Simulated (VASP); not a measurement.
## Te: relaxation of volume and atoms at fixed shape with PBE

Te:

```
Te
1.0
     4.45400    0.00000    0.00000
    -2.22700    3.85728    0.00000
     0.00000    0.00000    5.92400
Te
3
Direct
  0.26900 0.00000 0.33333
  0.00000 0.26900 0.66667
  0.73100 0.73100 0.00000
```

* Program: VASP 6.6.1
* Task: relaxation of volume and atoms at fixed shape
* Functional: PBE
* Potentials or basis: VASP PAW PBE potentials, release 64 (Te)
* Cutoff: 600 eV
* k mesh: 6 × 6 × 4
* Occupations: fermi-dirac, width 0.05 eV
* Spin: no spin polarisation
* Dipole correction: no
* Further INCAR settings: ALGO = Normal; EDIFF = 1e-06; IBRION = 2; EDIFFG = -0.03; NSW = 80; ISIF = 8

| Property | Result |
| --- | --- |
| Relaxed volume | 34.88 Å³/atom |
| Relaxed cell | a = 4.495 Å, b = 4.495 Å, c = 5.979 Å, α = 90.00°, β = 90.00°, γ = 120.00° |
| Space group after relaxing (to 0.05 Å) | P3_121 (No. 152) |
| Energy gained by relaxing | 4.6 meV/atom |
| Ionic steps | 3 |
| Pressure after relaxing | 0.0 GPa |
| Largest force after relaxing | 0.018 eV/Å |
| Band gap on the k mesh | 0.17 eV, direct |

Forces on the atoms (eV/Å):
```
Te  -0.018  0.000  0.000
Te   0.009 -0.016  0.000
Te   0.009  0.016  0.000
```

Stress tensor (GPa, compression positive):
```
 0.07  0.00  0.00
 0.00  0.07  0.00
 0.00  0.00 -0.09
```

Step by step:
```
step  energy change (eV)  largest force (eV/Å)  pressure (GPa)  volume (Å³)
   1              0.0000                0.1514            1.47       101.78
   2             -0.0088                0.1128           -0.78       106.44
   3             -0.0138                0.0183            0.02       104.64
```

Final structure:
```yaml
crystal:
  lattice:
    - [4.49540, 0.00000, 0.00000]
    - [-2.24770, 3.89313, 0.00000]
    - [0.00000, 0.00000, 5.97907]
  atoms:
    - { symbol: Te, position: [0.27002, 0.00000, 0.33333] }
    - { symbol: Te, position: [0.00000, 0.27002, 0.66667] }
    - { symbol: Te, position: [0.72998, 0.72998, 0.00000] }
```

Levels at points of the mesh, in eV from the valence-band top:
```csv
k point,band 7,band 8,band 9,band 10,band 11,band 12
"(0.00, 0.00, 0.00)",-1.60,-1.60,-0.81,0.99,0.99,1.58
"(0.50, 0.00, 0.00)",-3.38,-0.95,-0.76,0.83,0.89,3.05
"(0.00, 0.00, 0.50)",-1.25,-0.97,-0.97,0.48,0.48,0.49
"(0.50, 0.00, 0.50)",-2.36,-2.03,-0.18,0.74,1.92,2.50
```

Run time: 39 s on 1 thread of Intel(R) Xeon(R) Platinum 8488C (Sapphire Rapids), with other jobs on the host, peak memory 0.26 GiB.

Caveat: spin-orbit coupling is left out, which moves the levels of the heavy elements. A k mesh can miss the band edges.
